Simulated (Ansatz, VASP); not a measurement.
## TePb in VASP and in Ansatz

```xyz
2
Lattice="0.0000 3.2093 3.2093 3.2093 0.0000 3.2093 3.2093 3.2093 0.0000" Properties=species:S:1:pos:R:3 pbc="T T T"
Pb    0.0000    0.0000    0.0000
Te    3.2093    3.2093    3.2093
```

Alike in both runs: task single point; functional r2SCAN; dispersion D4; k mesh 7 × 7 × 7; occupations fermi-dirac, width 0.05 eV; no spin polarisation.

|  | VASP | Ansatz |
| --- | --- | --- |
| version | VASP 6.6.1 | Ansatz 0.2.0 |
| potentials or method | VASP PAW PBE potentials, release 64 (Pb_d, Te) | Ansatz PAW |
| plane-wave cutoff (eV) | 520 | 500 |
| valence electrons in the cell | 20 | 30 |

|  | VASP | Ansatz | Ansatz less VASP |
| --- | --- | --- | --- |
| pressure (GPa) | 1.9 | 1.9 | 0.00 |

VASP's potentials were made for PBE, not for r2SCAN. VASP's potentials hold 20 valence electrons a cell and Ansatz's 30, so a difference there can come from the potentials and not from the codes.

Spin-orbit coupling is off throughout.
